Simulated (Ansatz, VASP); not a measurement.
## One calculation of VZn7Se8, two programs

INCAR

```
SYSTEM = VZn7Se8
PREC = Accurate ; ENCUT = 520
EDIFF = 1E-7 ; ISMEAR = 0
SIGMA = 0.05 ; LREAL = Auto
LASPH = .TRUE. ; NELM = 150
ALGO = Normal ; ISIF = 2
LWAVE = .FALSE. ; LCHARG = .FALSE.
ISPIN = 2 ; MAGMOM = 3 0 0 0 0 0 0 0 0 0 0 0 0 0 0 0
LORBIT = 11 ; LMAXMIX = 4
LDAU = .TRUE. ; LDAUTYPE = 2
LDAUL = 2 -1 -1 ; LDAUU = 3 0 0
LDAUJ = 0 0 0 ; LDAUPRINT = 1
GGA = PS ; NBANDS = 90
```

Contents of KPOINTS:

```
regular mesh
0
G
  3 3 3
  0 0 0
```

File POSCAR:

```
VZn7Se8
1.0
    0.0000000000      5.6676000000      5.6676000000
    5.6676000000      0.0000000000      5.6676000000
    5.6676000000      5.6676000000      0.0000000000
V Zn Se
1 7 8
Direct
    0.0000000000      1.0000000000      0.0000000000
    0.9992715414      0.9992715414      0.5007284586
    0.9992715414      0.5007284586      0.9992715414
    0.9992715414      0.5007284586      0.5007284586
    0.5007284586      0.9992715414      0.9992715414
    0.5007284586      0.9992715414      0.5007284586
    0.5007284586      0.5007284586      0.9992715414
    0.5000000000      0.5000000000      0.5000000000
    0.1269952428      0.1269952428      0.1269952428
    0.1269952428      0.1269952428      0.6190142715
    0.1269952428      0.6190142715      0.1269952428
    0.1253580918      0.6248806361      0.6248806361
    0.6190142715      0.1269952428      0.1269952428
    0.6248806361      0.1253580918      0.6248806361
    0.6248806361      0.6248806361      0.1253580918
    0.6248806361      0.6248806361      0.6248806361
```

Input for Ansatz:

```yaml
crystal:
  lattice:
    - [0.0, 5.6676, 5.6676]
    - [5.6676, 0.0, 5.6676]
    - [5.6676, 5.6676, 0.0]
  atoms:
    - { symbol: V, position: [0.0, 1.0, 0.0], spin: 3.0 }
    - { symbol: Zn, position: [0.9992715414, 0.9992715414, 0.5007284586] }
    - { symbol: Zn, position: [0.9992715414, 0.5007284586, 0.9992715414] }
    - { symbol: Zn, position: [0.9992715414, 0.5007284586, 0.5007284586] }
    - { symbol: Zn, position: [0.5007284586, 0.9992715414, 0.9992715414] }
    - { symbol: Zn, position: [0.5007284586, 0.9992715414, 0.5007284586] }
    - { symbol: Zn, position: [0.5007284586, 0.5007284586, 0.9992715414] }
    - { symbol: Zn, position: [0.5, 0.5, 0.5] }
    - { symbol: Se, position: [0.1269952428, 0.1269952428, 0.1269952428] }
    - { symbol: Se, position: [0.1269952428, 0.1269952428, 0.6190142715] }
    - { symbol: Se, position: [0.1269952428, 0.6190142715, 0.1269952428] }
    - { symbol: Se, position: [0.1253580918, 0.6248806361, 0.6248806361] }
    - { symbol: Se, position: [0.6190142715, 0.1269952428, 0.1269952428] }
    - { symbol: Se, position: [0.6248806361, 0.1253580918, 0.6248806361] }
    - { symbol: Se, position: [0.6248806361, 0.6248806361, 0.1253580918] }
    - { symbol: Se, position: [0.6248806361, 0.6248806361, 0.6248806361] }
basis:
  ecutwfc: 420
  ecutrho_ratio: 4
kpoints:
  mp_grid: { grid: [3, 3, 3] }
hamiltonian:
  xc: pbesol
  hubbard: { sites: [{ site: 0, l: d, u_eff: 3.0 }] }
scf:
  occupations: { method: gaussian, width: 0.05 }
output:
  forces: true
  stress: true
  eigenvalues: true
  populations: true
  hubbard: { sites: [{ site: 0, l: d }] }
  write_density: true
  write_potential: true
  elf: true
  volumetric_format: npy
magnetization:
  spin_polarized: true
```

Alike in both runs: task single point; functional PBEsol; k mesh 3 × 3 × 3; occupations gaussian, width 0.05 eV; collinear spin; Hubbard terms V d U = 3.0 eV.

```csv
,VASP,Ansatz
version,VASP 6.6.1,Ansatz 0.2.0
potentials or method,"VASP PAW PBE potentials, release 64 (V_sv, Zn, Se), cutoff 520 eV","scalar-relativistic, plane waves, PAW"
valence electrons in the cell,145,225
```

VASP gave:

```
pressure (GPa)                                                : 0.2
rms of the force components (eV/Å)                            : 0.004
net moment per atom (μB)                                      : 0.18
size of the moment on the site where the two differ most (μB) : 2.59
```

Problem. Which values does Ansatz return?

Solution. Pressure (GPa): 0.2; rms of the force components (eV/Å): 0.124; net moment per atom (μB): 0.19; size of the moment on the site where the two differ most (μB): 2.40.

VASP's potentials were made for PBE, not for PBEsol. Site moments also hang on the region over which each program counts them. The programs project onto different local orbitals, so the same U acts differently, and such runs can settle in different states. Atom by atom the forces differ by 0.125 eV/Å (rms over components). VASP's potentials hold 145 valence electrons a cell and Ansatz's 225, so a difference there can come from the potentials and not from the codes. Ansatz's warnings: reached outside group.
